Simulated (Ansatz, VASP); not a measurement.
Two plane-wave programs on Be3B2Cl3

```
Be B Cl
1.0
     5.77593    0.00000    0.00000
    -2.88797    5.00211    0.00000
     0.00000    0.00000    4.70906
Be B Cl
3 2 3
Direct
  0.50000 0.00000 0.50000
  0.00000 0.50000 0.50000
  0.50000 0.50000 0.50000
  0.33333 0.66667 0.00000
  0.66667 0.33333 0.00000
  0.50000 0.00000 0.00000
  0.00000 0.50000 0.00000
  0.50000 0.50000 0.00000
```

Alike in both runs: task single point; functional PBE; k mesh 3 × 3 × 4; occupations gaussian, width 0.1 eV; no spin polarisation.

|  | VASP | Ansatz |
| --- | --- | --- |
| version | VASP 6.6.1 | Ansatz 0.2.0 |
| potentials or method | VASP PAW PBE potentials, release 64 (Be, B, Cl), cutoff 520 eV | scalar-relativistic, plane waves, PAW |
| valence electrons in the cell | 33 | 33 |

|  | VASP | Ansatz | Ansatz less VASP |
| --- | --- | --- | --- |
| gap on the k mesh at the Fermi level (eV) | none | none | - |
| pressure (GPa) | 19.0 | 18.9 | -0.06 |
| traceless stress, the component that is largest in VASP (GPa) | -13.82 | -14.10 | -0.285 |

A gap of «none» marks a metal or a gap that the smearing closes.

The k mesh is coarse, so the values compare programs but aren't converged.
